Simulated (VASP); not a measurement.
# AlN (Immm) in VASP: G0W0 quasiparticle levels with PBE

Aim: the G0W0 quasiparticle levels of AlN with PBE.

Program: VASP 6.6.1. These are calculated values, not measurements. Logs are shortened: lines on timing, memory, paths and dates and some standing lists are left out, and cuts for length are marked.

**1. The cell of the first run**

The structure is orthorhombic, space group Immm (No. 71). The conventional cell has a = 2.841 Å, b = 2.869 Å, c = 4.038 Å, α = 90.00°, β = 90.00°, γ = 90.00°. Al (site symmetry mmm) has 6 N at 2.02 Å within 2.7 Å. N (site symmetry mmm) has 6 Al at 2.02 Å within 2.7 Å.

**2. G0W0 quasiparticle levels, PBE**

Contents of POSCAR:

```
AlN
1.0
    0.0100943423      2.0188684513      2.0188684513
    2.0188684513      0.0100943423      2.0188684513
    2.0289627935      2.0289627935     -0.0000000001
Al N
1 1
Direct
    0.0000000000      0.0000000000      0.0000000000
    0.5000000000      0.5000000000      0.5000000000
```

Contents of INCAR.step1:

```
PREC = Accurate
ENCUT = 500
EDIFF = 1E-8
ISMEAR = 0
SIGMA = 0.01
LREAL = F
LASPH = T
NELM = 80
ALGO = Normal
LWAVE = T
LCHARG = F
GGA = PE
```

Contents of INCAR.step2:

```
PREC = Accurate
ENCUT = 500
EDIFF = 1E-8
ISMEAR = 0
SIGMA = 0.01
LREAL = F
LASPH = T
NELM = 1
ALGO = Exact
LWAVE = T
LCHARG = F
GGA = PE
NBANDS = 72
LOPTICS = T
ISTART = 1
```

Contents of INCAR.step3:

```
PREC = Accurate
ENCUT = 500
EDIFF = 1E-8
ISMEAR = 0
SIGMA = 0.01
LREAL = F
LASPH = T
ALGO = EVGW0
LWAVE = F
LCHARG = F
GGA = PE
NELMGW = 1
NBANDS = 72
ENCUTGW = 150.0
NOMEGA = 48
PRECFOCK = Fast
ISTART = 1
NBANDSGW = 12
```

Contents of KPOINTS:

```
Automatic mesh
0
Gamma
  6 6 6
```

Potentials or basis: VASP PAW PBE potentials, release 64 (Al_GW, N_GW).

The run is started by

```console
> cat potpaw_PBE.64/Al_GW/POTCAR potpaw_PBE.64/N_GW/POTCAR > POTCAR
> cp INCAR.step1 INCAR
> mpirun -np 1 vasp_std > vasp.out
> cp INCAR.step2 INCAR
> mpirun -np 1 vasp_std > vasp.out
> cp INCAR.step3 INCAR
> mpirun -np 1 vasp_std > vasp.out
```

OUTCAR:

```text
PREC = Accurate
   ENCUT = 500
   EDIFF = 1E-8
   ISMEAR = 0
   LREAL = F
   LASPH = T
   GGA = PE
   NELMGW = 1
   ENCUTGW = 150.0
   PRECFOCK = Fast
   ISTART = 1

 ion  position               nearest neighbor table
   1  0.000  0.000  0.000-   2 2.02   2 2.02   2 2.02   2 2.02   2 2.02   2 2.02
   2  0.500  0.500  0.500-   1 2.02   1 2.02   1 2.02   1 2.02   1 2.02   1 2.02

  LATTYP: Found a body centered orthorhombic cell.
 ALAT       =     2.8408355887
 B/A-ratio  =     1.0100502513
 C/A-ratio  =     1.4213201633

  Lattice vectors:

 A1 = (   2.0188684512,   0.0100943422,  -2.0188684514)
 A2 = (  -2.0188684513,  -0.0100943423,  -2.0188684513)
 A3 = (   0.0100943423,   2.0188684513,   2.0188684513)

Analysis of symmetry for initial positions (statically):
=====================================================================
 Subroutine PRICEL returns:
 Original cell was already a primitive cell.

 Routine SETGRP: Setting up the symmetry group for a
 body centered orthorhombic supercell.

 Subroutine GETGRP returns: Found  8 space group operations
 (whereof  8 operations were pure point group operations)
 out of a pool of  8 trial point group operations.

The static configuration has the point symmetry D_2h.

Analysis of symmetry for dynamics (positions and initial velocities):
=====================================================================
 Subroutine PRICEL returns:
 Original cell was already a primitive cell.

 Routine SETGRP: Setting up the symmetry group for a
 body centered orthorhombic supercell.

 Subroutine GETGRP returns: Found  8 space group operations
 (whereof  8 operations were pure point group operations)
 out of a pool of  8 trial point group operations.

The dynamic configuration has the point symmetry D_2h.

 Subroutine INISYM returns: Found  8 space group operations
 (whereof  8 operations are pure point group operations),
 and found     1 'primitive' translations

----------------------------------------------------------------------------------------

                                     Primitive cell

  volume of cell :      16.4567

  direct lattice vectors                    reciprocal lattice vectors
     0.010094342  2.018868451  2.018868451    -0.248908027  0.248908027  0.247663487
     2.018868451  0.010094342  2.018868451     0.248908027 -0.248908027  0.247663487
     2.028962793  2.028962793 -0.000000000     0.246431330  0.246431330 -0.247663487

  length of vectors
     2.855128989  2.855128989  2.869386700     0.430404013  0.430404013  0.427544154

  position of ions in fractional coordinates (direct lattice)
     0.000000000  0.000000000  0.000000000
     0.500000000  0.500000000  0.500000000

  ion indices of the primitive-cell ions
   primitive index   ion index
                 1           1
                 2           2

----------------------------------------------------------------------------------------

 KPOINTS: Automatic mesh

Automatic generation of k-mesh.
 Grid dimensions read from file:
 generate k-points for:    6    6    6

 Generating k-lattice:

  Cartesian coordinates                     Fractional coordinates (reciprocal lattice)
    -0.041484671  0.041484671  0.041277248     0.166666667  0.000000000  0.000000000
     0.041484671 -0.041484671  0.041277248     0.000000000  0.166666667  0.000000000
     0.041071888  0.041071888 -0.041277248     0.000000000  0.000000000  0.166666667

  Length of vectors
     0.071734002  0.071734002  0.071257359

  Shift w.r.t. Gamma in fractional coordinates (k-lattice)
     0.000000000  0.000000000  0.000000000

 Subroutine IBZKPT returns following result:
 ===========================================

 Found     46 irreducible k-points:

 Following reciprocal coordinates:
            Coordinates               Weight
  0.000000  0.000000  0.000000      1.000000
  0.166667  0.000000  0.000000      4.000000
  0.333333  0.000000 -0.000000      4.000000
  0.500000  0.000000 -0.000000      2.000000
  0.166667  0.166667 -0.000000      2.000000
  0.333333  0.166667  0.000000      4.000000
[... 16 lines left out ...]
 -0.166667  0.333333  0.166667      4.000000
  0.500000  0.500000  0.166667      4.000000
 [... further k-points ...]
   k-points           NKPTS =     46   k-points in BZ     NKDIM =    216   number of bands    NBANDS=     72
   number of dos      NEDOS =    301   number of ions     NIONS =      2
   total plane-waves  NPLWV =  13824
   dimension x,y,z NGX =    24 NGY =   24 NGZ =   24
   dimension x,y,z NGXF=    48 NGYF=   48 NGZF=   48
   ions per type =               1   1
   NGX,Y,Z   is equivalent  to a cutoff of  13.97, 13.97, 13.91 a.u.
   NGXF,Y,Z  is equivalent  to a cutoff of  27.95, 27.95, 27.81 a.u.
 SYSTEM =  unknown system
   PREC   = accura    normal or accurate (medium, high low for compatibility)
   ISTART =      1    job   : 0-new  1-cont  2-samecut
   ICHARG =      0    charge: 1-file 2-atom 10-const
   ISPIN  =      1    spin polarized calculation?
   LNONCOLLINEAR =      F non collinear calculations
   LSORBIT =      F    spin-orbit coupling
   LASPH  =      T    aspherical Exc in radial PAW
   ENCUT  =  500.0 eV  36.75 Ry    6.06 a.u.   5.21  5.21  5.23*2*pi/ulx,y,z
   NELM   =     60;   NELMIN=  2; NELMDL=  0     # of ELM steps
   EDIFF  = 0.1E-07   stopping-criterion for ELM
   LREAL  =      F    real-space projection
   EDIFFG = 0.1E-06   stopping-criterion for IOM
   NSW    =      0    number of steps for IOM
   IBRION =     -1    ionic relax: 0-MD 1-quasi-New 2-CG
   NFREE  =      0    steps in history (QN), initial steepest desc. (CG)
   ISIF   =      0    stress and relaxation
   ISYM   =      3    0-nonsym 1-usesym 2-fastsym
   POTIM  = 0.5000    time-step for ionic-motion
   TEBEG  =    0.0;   TEEND  =   0.0 temperature during run
   PSTRESS=    0.0 pullay stress
   NELECT =       8.0000    total number of electrons
   NUPDOWN=      -1.0000    fix difference up-down
   EMIN   =  10.00;   EMAX   =-10.00  energy-range for DOS
   EFERMI =   0.00;   METHOD = LEGACY
   ISMEAR =     0;   SIGMA  =   0.01  broadening in eV -4-tet -1-fermi 0-gaus
   EFERMI_NEDOS =   21; number of points for ismear=-14 and -15
   IALGO  =     38    algorithm
   IMIX   =      4    mixing-type and parameters
     AMIX     =   0.40;   BMIX     =  1.00
     AMIX_MAG =   1.60;   BMIX_MAG =  1.00
  volume/ion in A,a.u.               =       8.23        55.53
  Fermi-wavevector in a.u.,A,eV,Ry     =   1.287233  2.432517 22.544422  1.656968
  Thomas-Fermi vector in A             =   2.419259
   LORBIT       =      0    0 simple, 1 ext, 2 COOP (PROOUT), +10 PAW based schemes
   GGA     = PE    functional components
   LHFCALC =     T    Hartree Fock is set to
   PRECFOCK=fast      Normal, Fast or Accurate (Low or Medium for compatibility)
   ENCUT4O =  -1.0   cutoff for four orbital integrals eV
   NKREDX  =     1    reduce k-point grid by
   NKREDY  =     1    reduce k-point grid by
   NKREDZ  =     1    reduce k-point grid by
   AEXX    =    1.0000 exact exchange contribution
   HFSCREEN=    0.0000 screening length (either q_TF or 0.3 A-1)
   HFSCREENC=   0.0000 screening length for correlation (either q_TF or 0.3 A-1)
   ENCUTFOCK=  -1.0 apply spherical cutoff to Coloumb kernel
   IVDW    =     0    specifies the selected vdW correction
   LEPSILON=     F    determine dielectric tensor
   LRPA    =     F    only Hartree local field effects (RPA)
   LRPAFORCE           =     F    calculate RPA forces
   ENCUTGW             = 150.0    cutoff for response function in eV
   ENCUTGWSOFT         = 120.0    soft cutoff for Coulomb kernel in GW response function in eV
   ENCUTLF             =  -1.0    cutoff for local field effects
   NELMGW              =     1    number of iterations in solving QP/BSE equation
   NELMHF              =     1    number of iterations in the inner HF iteration
   NKREDLFX            =     1    NKREDLFY  =   1   NKREDLFZ  =   1
 non-spin polarized calculation
 Gauss-broadening in eV      SIGMA  =   0.01
  energy-cutoff  :      500.00
  volume of cell :       16.46
 maximum number of plane-waves:       440
 NGX is ok and might be reduce to    24
  NGX = 14; NGY = 14; NGZ = 14
   NGX = 11   NGY = 11   NGZ = 11
 maximum number of plane-waves:        73
 NGX is ok and might be reduce to    14

 QP shifts <psi_nk| G(iteration)W_0 |psi_nk>: iteration 1
 for sc-GW calculations column KS-energies equals QP-energies in previous step
 and V_xc(KS)=  KS-energies - (<T + V_ion + V_H > + <T+V_H+V_ion>^1  + <V_x>^1)

 k-point   1 :       0.0000    0.0000    0.0000
  band No.  KS-energies  QP-energies   sigma(KS)   V_xc(KS)     V^pw_x(r,r')   Z            occupation Imag(sigma)

      1      -8.8688     -10.4984     -16.8532     -14.6657     -24.9250       0.7450       2.0000       1.4098
      2       8.6538       7.9397     -18.2790     -17.3829     -21.0717       0.7969       2.0000       0.0844
      3       8.7226       8.0117     -18.3057     -17.4140     -21.1076       0.7972       2.0000       0.0846
      4       8.7934       8.0862     -18.3336     -17.4463     -21.1448       0.7971       2.0000       0.0847
      5      14.4606      15.5157     -13.3790     -14.6792      -8.9828       0.8115       0.0000      -0.0804
      6      20.7421      21.5958      -9.6985     -10.7358      -4.5672       0.8230       0.0000      -0.1145
      7      20.8990      21.7546      -9.6998     -10.7408      -4.5477       0.8220       0.0000      -0.1161
      8      21.0496      21.9070      -9.6956     -10.7397      -4.5244       0.8212       0.0000      -0.1176
      9      26.0293      26.3467      -9.2089      -9.6211      -2.6753       0.7701       0.0000      -0.3775
     10      26.5255      27.6515     -10.1865     -11.5831      -4.5080       0.8062       0.0000      -0.2268
     11      26.5255      27.6515     -10.1865     -11.5831      -4.5080       0.8062       0.0000      -0.2268
     12      27.6220      28.6486      -9.9167     -11.2443      -2.9110       0.7733       0.0000      -0.4930

 k-point   2 :       0.1667    0.0000    0.0000
  band No.  KS-energies  QP-energies   sigma(KS)   V_xc(KS)     V^pw_x(r,r')   Z            occupation Imag(sigma)

      1      -8.3005      -9.8886     -16.9413     -14.8284     -24.9387       0.7516       2.0000       1.3654
      2       6.3793       5.4438     -17.2186     -16.0310     -20.3915       0.7877       2.0000       0.0995
      3       8.3430       7.5897     -18.1032     -17.1579     -20.9434       0.7969       2.0000       0.0855
      4       8.4282       7.6793     -18.1358     -17.1954     -20.9898       0.7963       2.0000       0.0857
      5      15.5831      16.6506     -13.0593     -14.3783      -8.4929       0.8093       0.0000      -0.0859
      6      19.5474      20.5070     -11.0041     -12.1870      -5.8343       0.8112       0.0000      -0.1153
      7      21.3100      22.2293      -9.9482     -11.0772      -4.6614       0.8142       0.0000      -0.1265
      8      21.4547      22.3789      -9.9394     -11.0754      -4.6256       0.8135       0.0000      -0.1297
      9      24.2305      25.2563      -9.7819     -11.0639      -3.9803       0.8001       0.0000      -0.2070
     10      24.3662      25.3900      -9.7905     -11.0696      -3.9826       0.8004       0.0000      -0.2107
     11      26.5878      27.4584      -9.6685     -10.7931      -2.8663       0.7741       0.0000      -0.4259
     12      30.9407      31.4580      -9.4255     -10.0696      -2.5293       0.8032       0.0000      -0.7908
[... 324 lines left out ...]
      1      -5.6505      -7.0303     -17.8653     -16.0237     -25.5219       0.7492       2.0000       1.0561
      2       2.7188       1.5296     -16.1035     -14.5432     -20.1964       0.7622       2.0000       0.1559
      3       4.8609       3.7477     -16.1298     -14.7103     -19.5130       0.7842       2.0000       0.1109
      4       6.5617       5.6175     -17.0007     -15.8066     -20.0664       0.7907       2.0000       0.0938
      5      16.9907      18.0931     -11.1270     -12.4779      -6.3285       0.8161       0.0000      -0.0931
      6      17.6351      18.5341     -11.2092     -12.3083      -6.4013       0.8180       0.0000      -0.0975
      7      18.8732      19.9832     -12.0395     -13.4251      -6.7846       0.8011       0.0000      -0.1171
      8      22.8464      24.1295     -11.7555     -13.4035      -5.6939       0.7786       0.0000      -0.1896
      9      25.5174      26.5973     -11.1059     -12.4935      -4.6167       0.7783       0.0000      -0.3107
     10      29.4590      30.3653     -10.3626     -11.5259      -3.3606       0.7790       0.0000      -0.5727
     11      32.4454      33.3528      -9.2686     -10.4173      -2.1713       0.7899       0.0000      -0.7857
     12      34.1827      35.4266     -10.2772     -11.8300      -3.3142       0.8010       0.0000      -0.8435

 k-point  24 :       0.5000    0.5000    0.1667
  band No.  KS-energies  QP-energies   sigma(KS)   V_xc(KS)     V^pw_x(r,r')   Z            occupation Imag(sigma)

      1      -4.9737      -6.3062     -18.3223     -16.5403     -25.9202       0.7477       2.0000       0.9843
      2       1.9897       0.7393     -15.6417     -13.9901     -19.8589       0.7571       2.0000       0.1687
      3       4.6455       3.5360     -16.0494     -14.6328     -19.4371       0.7832       2.0000       0.1129
      4       6.3734       5.3833     -17.1276     -15.8718     -20.3518       0.7884       2.0000       0.0976
      5      14.5461      15.3836     -10.1704     -11.1776      -5.7476       0.8315       0.0000      -0.0795
      6      16.2175      17.0933     -11.0171     -12.0820      -6.4384       0.8223       0.0000      -0.0881
      7      21.5589      22.9169     -13.4719     -15.2356      -7.4368       0.7700       0.0000      -0.1655
      8      24.2423      25.4610     -11.3669     -12.9344      -5.0664       0.7774       0.0000      -0.2471
      9      25.4141      26.6251     -12.0244     -13.6184      -5.1422       0.7597       0.0000      -0.3359
     10      32.1810      33.2274     -10.5098     -11.8358      -3.4767       0.7892       0.0000      -0.7274
     11      33.9787      34.9192      -9.2477     -10.4374      -2.0734       0.7905       0.0000      -0.8686
     12      34.5884      35.6980      -9.9480     -11.3376      -3.0688       0.7985       0.0000      -0.8056

 [... further k-points ...]
```

Wall time 13 min (1 thread of Intel Xeon 8259CL, shared host); peak memory 0.39 GiB.

Results:

```
Quasiparticle gap                                   : 6.10 eV
Least direct quasiparticle gap                      : 7.43 eV
Band gap of the starting levels on the mesh         : 4.54 eV
Least direct gap of the starting levels on the mesh : 5.67 eV
```

Caveat: the k points lie up to 0.45 Å⁻¹ apart; bands, screening cutoff and mesh are small and nothing is extrapolated, so the quasiparticle values aren't converged.
